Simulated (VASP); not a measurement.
# Mo in VASP: relaxation of the atoms with PBE

Aim: the relaxation of the atoms of Mo with PBE.

Everything below comes from runs of VASP 6.6.1. Logs are shortened: lines on timing, memory, paths and dates and some standing lists are left out, and cuts for length are marked.

## (1) The cell of the first run

The cell holds a slab with vacuum, 4 atoms: a = 3.160 Å, b = 3.160 Å, c = 19.741 Å, α = 90.00°, β = 90.00°, γ = 90.00°.

## (2) Relaxation of the atoms, PBE

Contents of INCAR:

```
PREC = Accurate
ENCUT = 520
EDIFF = 1E-7
ISMEAR = 0
SIGMA = 0.1
LREAL = F
LASPH = T
NELM = 60
ALGO = Fast
ISIF = 2
LWAVE = F
LCHARG = F
LDIPOL = T
IDIPOL = 3
DIPOL = 0.5 0.5 0.500
GGA = PE
IBRION = 2
NSW = 80
EDIFFG = -0.02
```

Contents of KPOINTS:

```
Automatic mesh
0
Gamma
  11 11 1
```

Contents of POSCAR:

```
Mo
1.0
    3.1604413624      0.0000000000      0.0000000000
    0.0000000000      3.1604413624      0.0000000000
    0.0000000000      0.0000000000     19.7406620436
Mo
4
Direct
    0.5000000000      0.5000000000      0.3799264677
    0.0000000000      0.0000000000      0.4599754892
    0.5000000000      0.5000000000      0.5400245108
    0.0000000000      0.0000000000      0.6200735323
```

Potentials or basis: VASP PAW PBE potentials, release 64 (Mo_sv).

Run with:

```
cat potpaw_PBE.64/Mo_sv/POTCAR > POTCAR
mpirun -np 1 vasp_std > vasp.out
```

OUTCAR:

```text
PREC = Accurate
   ENCUT = 520
   EDIFF = 1E-7
   ISMEAR = 0
   LREAL = F
   LASPH = T
   NELM = 60
   ISIF = 2
   GGA = PE
   IBRION = 2
   NSW = 80
   EDIFFG = -0.02

 ion  position               nearest neighbor table
   1  0.500  0.500  0.380-   2 2.74   2 2.74   2 2.74   2 2.74   3 3.16
   2  0.000  0.000  0.460-   1 2.74   1 2.74   1 2.74   1 2.74   3 2.74   3 2.74   3 2.74   3 2.74
                             4 3.16
   3  0.500  0.500  0.540-   4 2.74   4 2.74   4 2.74   4 2.74   2 2.74   2 2.74   2 2.74   2 2.74
                             1 3.16
   4  0.000  0.000  0.620-   3 2.74   3 2.74   3 2.74   3 2.74   2 3.16

  LATTYP: Found a simple tetragonal cell.
 ALAT       =     3.1604413624
 C/A-ratio  =     6.2461725373

  Lattice vectors:

 A1 = (   3.1604413624,   0.0000000000,   0.0000000000)
 A2 = (   0.0000000000,   3.1604413624,   0.0000000000)
 A3 = (   0.0000000000,   0.0000000000,  19.7406620436)

Analysis of symmetry for initial positions (statically):
=====================================================================
 Subroutine PRICEL returns:
 Original cell was already a primitive cell.

 Routine SETGRP: Setting up the symmetry group for a
 simple tetragonal supercell.

 Subroutine GETGRP returns: Found 16 space group operations
 (whereof  8 operations were pure point group operations)
 out of a pool of 16 trial point group operations.

The static configuration has the point symmetry C_4v.
 The point group associated with its full space group is D_4h.

Analysis of symmetry for dynamics (positions and initial velocities):
=====================================================================
 Subroutine PRICEL returns:
 Original cell was already a primitive cell.

 Routine SETGRP: Setting up the symmetry group for a
 simple tetragonal supercell.

 Subroutine GETGRP returns: Found 16 space group operations
 (whereof  8 operations were pure point group operations)
 out of a pool of 16 trial point group operations.

The dynamic configuration has the point symmetry C_4v.
 The point group associated with its full space group is D_4h.

 Subroutine INISYM returns: Found 16 space group operations
 (whereof  8 operations are pure point group operations),
 and found     1 'primitive' translations

----------------------------------------------------------------------------------------

                                     Primitive cell

  volume of cell :     197.1774

  direct lattice vectors                    reciprocal lattice vectors
     3.160441362  0.000000000  0.000000000     0.316411502  0.000000000  0.000000000
     0.000000000  3.160441362  0.000000000     0.000000000  0.316411502  0.000000000
     0.000000000  0.000000000 19.740662044     0.000000000  0.000000000  0.050656862

  length of vectors
     3.160441362  3.160441362 19.740662044     0.316411502  0.316411502  0.050656862

  position of ions in fractional coordinates (direct lattice)
     0.500000000  0.500000000  0.379926468
     0.000000000  0.000000000  0.459975489
     0.500000000  0.500000000  0.540024511
     0.000000000  0.000000000  0.620073532

  ion indices of the primitive-cell ions
   primitive index   ion index
                 1           1
                 2           2
                 3           3
                 4           4

----------------------------------------------------------------------------------------

 KPOINTS: Automatic mesh

Automatic generation of k-mesh.
 Grid dimensions read from file:
 generate k-points for:   11   11    1

 Generating k-lattice:

  Cartesian coordinates                     Fractional coordinates (reciprocal lattice)
     0.028764682  0.000000000  0.000000000     0.090909091  0.000000000  0.000000000
     0.000000000  0.028764682  0.000000000     0.000000000  0.090909091  0.000000000
     0.000000000  0.000000000  0.050656862     0.000000000  0.000000000  1.000000000

  Length of vectors
     0.028764682  0.028764682  0.050656862

  Shift w.r.t. Gamma in fractional coordinates (k-lattice)
     0.000000000  0.000000000  0.000000000

 Subroutine IBZKPT returns following result:
 ===========================================

 Found     21 irreducible k-points:

 Following reciprocal coordinates:
            Coordinates               Weight
  0.000000  0.000000  0.000000      1.000000
  0.090909  0.000000  0.000000      4.000000
  0.181818  0.000000  0.000000      4.000000
  0.272727  0.000000  0.000000      4.000000
  0.363636  0.000000  0.000000      4.000000
  0.454545  0.000000  0.000000      4.000000
[... 13 lines left out ...]
  0.454545  0.363636  0.000000      8.000000
  0.454545  0.454545  0.000000      4.000000
   k-points           NKPTS =     21   k-points in BZ     NKDIM =     21   number of bands    NBANDS=     33
   number of dos      NEDOS =    301   number of ions     NIONS =      4
   total plane-waves  NPLWV =  86400
   dimension x,y,z NGX =    24 NGY =   24 NGZ =  150
   dimension x,y,z NGXF=    48 NGYF=   48 NGZF=  300
   ions per type =               4
   NGX,Y,Z   is equivalent  to a cutoff of  12.62, 12.62, 12.63 a.u.
   NGXF,Y,Z  is equivalent  to a cutoff of  25.25, 25.25, 25.26 a.u.
 SYSTEM =  unknown system
   PREC   = accura    normal or accurate (medium, high low for compatibility)
   ISTART =      0    job   : 0-new  1-cont  2-samecut
   ICHARG =      2    charge: 1-file 2-atom 10-const
   ISPIN  =      1    spin polarized calculation?
   LNONCOLLINEAR =      F non collinear calculations
   LSORBIT =      F    spin-orbit coupling
   LASPH  =      T    aspherical Exc in radial PAW
   ENCUT  =  520.0 eV  38.22 Ry    6.18 a.u.   5.88  5.88 36.70*2*pi/ulx,y,z
   NELM   =     60;   NELMIN=  2; NELMDL= -5     # of ELM steps
   EDIFF  = 0.1E-06   stopping-criterion for ELM
   LREAL  =      F    real-space projection
   EDIFFG = -.2E-01   stopping-criterion for IOM
   NSW    =     80    number of steps for IOM
   IBRION =      2    ionic relax: 0-MD 1-quasi-New 2-CG
   NFREE  =      1    steps in history (QN), initial steepest desc. (CG)
   ISIF   =      2    stress and relaxation
   ISYM   =      2    0-nonsym 1-usesym 2-fastsym
   POTIM  = 0.5000    time-step for ionic-motion
   TEBEG  =    0.0;   TEEND  =   0.0 temperature during run
   PSTRESS=    0.0 pullay stress
   NELECT =      56.0000    total number of electrons
   NUPDOWN=      -1.0000    fix difference up-down
   EMIN   =  10.00;   EMAX   =-10.00  energy-range for DOS
   EFERMI =   0.00;   METHOD = LEGACY
   ISMEAR =     0;   SIGMA  =   0.10  broadening in eV -4-tet -1-fermi 0-gaus
   EFERMI_NEDOS =   21; number of points for ismear=-14 and -15
   IALGO  =     68    algorithm
   IMIX   =      4    mixing-type and parameters
     AMIX     =   0.40;   BMIX     =  1.00
     AMIX_MAG =   1.60;   BMIX_MAG =  1.00
  volume/ion in A,a.u.               =      49.29       332.65
  Fermi-wavevector in a.u.,A,eV,Ry     =   1.076098  2.033530 15.755365  1.157987
  Thomas-Fermi vector in A             =   2.211973
   LORBIT       =      0    0 simple, 1 ext, 2 COOP (PROOUT), +10 PAW based schemes
   GGA     = PE    functional components
   LHFCALC =     F    Hartree Fock is set to
   AEXX    =    0.0000 exact exchange contribution
   IVDW    =     0    specifies the selected vdW correction
   LEPSILON=     F    determine dielectric tensor
   LRPA    =     F    only Hartree local field effects (RPA)
 conjugate gradient relaxation of ions
 non-spin polarized calculation
 RMM-DIIS sequential band-by-band and
 Gauss-broadening in eV      SIGMA  =   0.10
  energy-cutoff  :      520.00
  volume of cell :      197.18
 maximum number of plane-waves:      5378
 NGX is ok and might be reduce to    24
   NGX = 11   NGY = 11   NGZ = 73

--------------------------------------- Ionic step        1  -------------------------------------------

 number of electron      56.0000014 magnetization

 Free energy of the ion-electron system (eV)
  ---------------------------------------------------
  ext. energy  EPLUGINS =         0.00000000
  ---------------------------------------------------
  free energy    TOTEN  =       -39.38987169 eV

  energy without entropy =      -39.36622511  energy(sigma->0) =      -39.37804840

------------------------ aborting loop because EDIFF is reached ----------------------------------------

  FORCE on cell =-STRESS in cart. coord.  units (eV):
  Direction    XX          YY          ZZ          XY          YZ          ZX
  --------------------------------------------------------------------------------------
  -------------------------------------------------------------------------------------
  Total       -7.4403634     -7.4403634     -5.4839866      0.0000000      0.0000000      0.0000000
  in kB      -60.4571325    -60.4571325    -44.5604718      0.0000000      0.0000000      0.0000000
  external PRESSURE =     -55.1582456 kB  Pullay stress =       0.0000000 kB
[... 177 lines left out ...]
--------------------------------------- Ionic step        6  -------------------------------------------

 number of electron      56.0000006 magnetization

 dipolmoment           0.000000      0.000000     -0.000000 electrons x Angstroem

------------------------ aborting loop because EDIFF is reached ----------------------------------------

  FORCE on cell =-STRESS in cart. coord.  units (eV):
  Direction    XX          YY          ZZ          XY          YZ          ZX
  --------------------------------------------------------------------------------------
  -------------------------------------------------------------------------------------
  Total       -2.5044518     -2.5044518      0.0502139      0.0000000      0.0000000     -0.0000000
  in kB      -20.3500775    -20.3500775      0.4080162      0.0000000      0.0000000     -0.0000000
  external PRESSURE =     -13.4307129 kB  Pullay stress =       0.0000000 kB
[... 101 lines left out ...]
--------------------------------------- Ionic step        9  -------------------------------------------

 number of electron      56.0000007 magnetization

 dipolmoment           0.000000      0.000000      0.000000 electrons x Angstroem

 Free energy of the ion-electron system (eV)
  ---------------------------------------------------
  ext. energy  EPLUGINS =         0.00000000
  ---------------------------------------------------
  free energy    TOTEN  =       -39.78944233 eV

  energy without entropy =      -39.76469748  energy(sigma->0) =      -39.77706990

 E-fermi :   1.3593     XC(G=0):  -5.3475

 val. band max:        1.3207503324   @ k =   0.0000   0.0000   0.0000
 cond. band min:       1.3703128940   @ k =   0.4545   0.0909   0.0000
 fundamental gap:      0.0495625616
 Fermi energy:         1.3593466736

 k-point     1 :       0.0000    0.0000    0.0000
  band No.  band energies     occupation
      1     -59.5349      2.00000
      2     -59.4000      2.00000
      3     -59.0181      2.00000
      4     -58.9973      2.00000
      5     -33.7628      2.00000
      6     -33.7628      2.00000
[... 745 lines left out ...]
     32       3.6231      0.00000
     33       3.6520      0.00000

------------------------ aborting loop because EDIFF is reached ----------------------------------------

 vacuum level on the upper side and lower side of the slab       (xc-potential included)        -0.120        -0.120

  FORCE on cell =-STRESS in cart. coord.  units (eV):
  Direction    XX          YY          ZZ          XY          YZ          ZX
  --------------------------------------------------------------------------------------
  -------------------------------------------------------------------------------------
  Total       -2.6407911     -2.6407911      0.0044129      0.0000000      0.0000000     -0.0000000
  in kB      -21.4579110    -21.4579110      0.0358576      0.0000000      0.0000000     -0.0000000
  external PRESSURE =     -14.2933215 kB  Pullay stress =       0.0000000 kB
[... 19 lines left out ...]
  FREE ENERGIE OF THE ION-ELECTRON SYSTEM (eV)
  ---------------------------------------------------
  free  energy   TOTEN  =       -39.7894423275 eV

  energy  without entropy=      -39.7646974782  energy(sigma->0) =      -39.77706990

 reached required accuracy - stopping structural energy minimisation

 vacuum level on the upper side and lower side of the slab         5.090         5.090
```

Run time: 14 min. Hardware: 1 thread of Oxide Virtual Turin-like, shared host; peak memory 0.31 GiB.

Results:

| Quantity | Value |
| --- | --- |
| Free energy | -39.7894 eV |
| Energy gained by relaxing | 99.9 meV/atom |
| Ionic steps | 9 |
| Largest force after relaxing | 0.005 eV/Å |
| Band gap on the k mesh | zero (bands 28 and 29 overlap by 1.56 eV) |

Forces in eV/Å, atoms in the order of the input:
```
Mo   0.000  0.000 -0.005
Mo   0.000  0.000 -0.003
Mo   0.000  0.000  0.003
Mo   0.000  0.000  0.005
```

Step by step:
| step | energy change (eV) | largest force (eV/Å) | pressure (GPa) |
| --- | --- | --- | --- |
| 1 | 0.0000 | 1.7000 | -5.52 |
| 2 | -0.3431 | 0.7236 | -3.45 |
| 3 | -0.3680 | 0.3733 | -2.58 |
| 4 | -0.3681 | 0.3709 | -2.51 |
| 5 | -0.3888 | 0.2586 | -2.01 |
| 6 | -0.3991 | 0.0894 | -1.34 |
| 7 | -0.3991 | 0.0826 | -1.32 |
| 8 | -0.3995 | 0.0314 | -1.47 |
| 9 | -0.3996 | 0.0053 | -1.43 |

Final structure:
```yaml
crystal:
  lattice:
    - [3.16044, 0.00000, 0.00000]
    - [0.00000, 3.16044, 0.00000]
    - [0.00000, 0.00000, 19.74066]
  atoms:
    - { symbol: Mo, position: [0.50000, 0.50000, 0.38798] }
    - { symbol: Mo, position: [0.00000, 0.00000, 0.45649] }
    - { symbol: Mo, position: [0.50000, 0.50000, 0.54351] }
    - { symbol: Mo, position: [0.00000, 0.00000, 0.61202] }
```

Levels at points of the mesh, in eV from the Fermi level:
| k point | band 25 | band 26 | band 27 | band 28 | band 29 | band 30 | band 31 | band 32 | band 33 |
| --- | --- | --- | --- | --- | --- | --- | --- | --- | --- |
| (0.00, 0.00, 0.00) | -0.84 | -0.24 | -0.24 | -0.23 | -0.08 | -0.04 | 0.14 | 0.90 | 0.90 |
